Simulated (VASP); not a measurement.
Here is a VASP 6.6.1 calculation.

The input INCAR:

```
SYSTEM = CO2
PREC = Accurate
ENCUT = 600
EDIFF = 1E-6
ISMEAR = 0
SIGMA = 0.02
LREAL = .False.
LASPH = .True.
NELM = 80
ALGO = Normal
ISIF = 4
LWAVE = .False.
LCHARG = .False.
GGA = PE
IBRION = 2
NSW = 50
EDIFFG = -0.01
```

File KPOINTS:

```
regular mesh
0
Gamma
  8 8 8
  0 0 0
```

Contents of POSCAR:

```
CO2
1.0
   -1.8789539837      1.8789539837      2.9303615496
    1.8789539837     -1.8789539837      2.9303615496
    1.8789539837      1.8789539837     -2.9303615496
C O
2 4
Direct
    0.0000000000      0.0000000000      0.0000000000
    0.7500000000      0.2500000000      0.5000000000
    0.3750000000      0.3051771590      0.4301771590
    0.6948228410      0.1250000000      0.0698228410
    0.8750000000      0.9448228410      0.5698228410
    0.0551771590      0.6250000000      0.9301771590
```

Potentials or basis: VASP PAW PBE potentials, release 64 (C, O).

The run is started by

```bash
$ cat potpaw_PBE.64/C/POTCAR potpaw_PBE.64/O/POTCAR > POTCAR
$ mpirun -np 1 vasp_std > vasp.out
```

Task: Predict the band gap on the k mesh.

Result: 7.66 eV (least direct gap 7.94 eV).

Forces in eV/Å, atoms in the order of the input:
```
C    0.000  0.000  0.000
C    0.000  0.000  0.000
O    0.004  0.000  0.000
O    0.000 -0.004  0.000
O   -0.004  0.000  0.000
O    0.000  0.004  0.000
```

A k mesh can miss the band edges.
